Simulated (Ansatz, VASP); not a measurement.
## Two plane-wave programs on La2Y2O

```
CELL_PARAMETERS angstrom
3.71165 0.00000 0.00000
-1.85583 3.21438 0.00000
0.00000 0.00000 12.10197
ATOMIC_POSITIONS crystal
La 0.33333 0.66667 0.11758
La 0.66667 0.33333 0.88242
Y 0.66667 0.33333 0.38711
Y 0.33333 0.66667 0.61289
O 0.00000 0.00000 0.00000
```

Alike in both runs: functional PBE; k mesh 12 × 12 × 4; occupations gaussian, width 0.1 eV; no spin polarisation.

Ansatz relaxed the structure, and its values are those at the end. VASP's run is a single point on that final structure, the one shown.

```csv
,VASP,Ansatz
version,VASP 6.6.1,Ansatz 0.2.0
potentials or method,"VASP PAW PBE potentials, release 64 (La, Y_sv, O), cutoff 520 eV","scalar-relativistic, plane waves, PAW"
valence electrons in the cell,50,50
```

```csv
,VASP,Ansatz,Ansatz less VASP
gap on the k mesh at the Fermi level (eV),none,none,-
pressure (GPa),-0.1,0.0,+0.09
rms of the force components (eV/Å),0.005,0.003,-0.0012
```

A gap of «none» marks a metal or a gap that the smearing closes. The functional is the same, so the differences come from potentials, cutoffs and numerics.

Spin-orbit coupling is off throughout.
